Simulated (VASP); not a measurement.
Wanted: the native input for a VASP 6.6.1 run.

* Task: single point
* Functional: PBEsol
* Potentials or basis: VASP PAW PBE potentials, release 64 (Al, Cu)
* Cutoff: 520 eV
* k mesh: 12 × 12 × 12
* Occupations: gaussian, width 0.15 eV
* Spin: no spin polarisation
* Dipole correction: no
* Further INCAR settings: ALGO = Fast; EDIFF = 1e-07; NBANDS = 18

The structure of Al3Cu lies in POSCAR:

```
Al3Cu
1.0
    3.8923537780      0.0000000000      0.0000000000
    0.0000000000      3.8923537780      0.0000000000
    0.0000000000      0.0000000000      3.8923537780
Al Cu
3 1
Direct
    0.0000000000      0.5000000000      0.5000000000
    0.5000000000      0.0000000000      0.5000000000
    0.5000000000      0.5000000000      0.0000000000
    0.0000000000      0.0000000000     -0.0085552347
```

This cell differs from its parent crystal: atom 4 (Cu) moved -0.033 Å along Cartesian [0 0 1].

These files were run (other wordings do the same):

INCAR

```
SYSTEM = Al3Cu
  ALGO = Fast
  EDIFF = 1E-7
  ENCUT = 520
  GGA = PS
  ISIF = 2
  ISMEAR = 0
  LASPH = .True.
  LCHARG = .False.
  LREAL = .False.
  LWAVE = .False.
  NBANDS = 18
  NELM = 100
  PREC = Accurate
  SIGMA = 0.15
```

KPOINTS

```
k-points
0
Gamma
  12 12 12
  0 0 0
```

Potentials or basis: VASP PAW PBE potentials, release 64 (Al, Cu).

Launch:

```sh
$ cat potpaw_PBE.64/Al/POTCAR potpaw_PBE.64/Cu/POTCAR > POTCAR
$ mpirun -np 1 vasp_std > vasp.out
```

Results of the run:

The pressure is 0.2 GPa. The largest force is 0.063 eV/Å and the band gap on the k mesh is zero (bands 10 and 11 overlap by 4.10 eV).

Caveat: the cell differs from its parent crystal (atom 4 (Cu) moved -0.033 Å along Cartesian [0 0 1]); the PAW data sets were made with another functional, which shifts forces and pressure a little.

Run time: 2.9 min on 1 thread of Intel(R) Xeon(R) Platinum 8488C (Sapphire Rapids) (shared host), peak memory 0.31 GiB.
